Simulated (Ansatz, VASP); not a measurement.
# Two plane-wave programs on ZrB2

```
Zr B
1.0
     3.41503    0.00000    0.00000
    -1.70751    2.95750    0.00000
     0.00000    0.00000    3.17051
Zr B
1 2
Direct
  0.00000 0.00000 0.00000
  0.33333 0.66667 0.50000
  0.66667 0.33333 0.50000
```

Alike in both runs: task single point; functional LDA; k mesh 18 × 18 × 12; occupations gaussian, width 0.15 eV; no spin polarisation.

```csv
,VASP,Ansatz
version,VASP 6.6.1,Ansatz 0.2.0
potentials or method,"VASP PAW LDA potentials, release 64 (Zr_sv, B), cutoff 520 eV","scalar-relativistic, plane waves, PAW"
valence electrons in the cell,18,18
```

```csv
,VASP,Ansatz,Ansatz less VASP
gap on the k mesh at the Fermi level (eV),none,none,-
pressure (GPa),-16.6,-17.1,-0.45
"traceless stress, the component that is largest in VASP (GPa)",36.05,36.05,-0.001
```

LDA's correlation is that of Perdew and Zunger in VASP and of Perdew and Wang (1992) in Ansatz. A gap of «none» marks a metal or a gap that the smearing closes.
